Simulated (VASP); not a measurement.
A run of VASP 6.6.1:

File INCAR:

```
  ALGO = Normal
  EDIFF = 1E-7
  EDIFFG = -0.01
  ENCUT = 600
  GGA = RP
  IBRION = 2
  ISIF = 3
  ISMEAR = -1
  IVDW = 12
  LASPH = T
  LCHARG = F
  LREAL = F
  LWAVE = F
  NELM = 100
  NSW = 60
  PREC = Accurate
  SIGMA = 0.05
```

File KPOINTS:

```
k-points
0
Gamma
  8 8 4
```

Contents of POSCAR:

```
Si
1.0
    3.8313174605      0.0000000000      0.0000000000
   -1.9156587303      3.3180182508      0.0000000000
    0.0000000000      0.0000000000      6.3326220002
Si
4
Direct
    0.6666666667      0.3333333333      0.9369905000
    0.3333333333      0.6666666667      0.4369905000
    0.6666666667      0.3333333333      0.5630095000
    0.3333333333      0.6666666667      0.0630095000
```

Potentials or basis: VASP PAW PBE potentials, release 64 (Si).

The run is started by

```console
$ cat potpaw_PBE.64/Si/POTCAR > POTCAR
$ mpirun -np 1 vasp_std > vasp.out
```

Hardware: 1 thread of AMD EPYC 7R13 Processor (Zen 3) (shared host).

Task: How long does it take, and how much memory?

Result: Run time: 3 min on 1 thread of AMD EPYC 7R13 Processor (Zen 3) (shared host), peak memory 0.21 GiB. Counts: scf iterations 58, k points 30, ion steps 8.
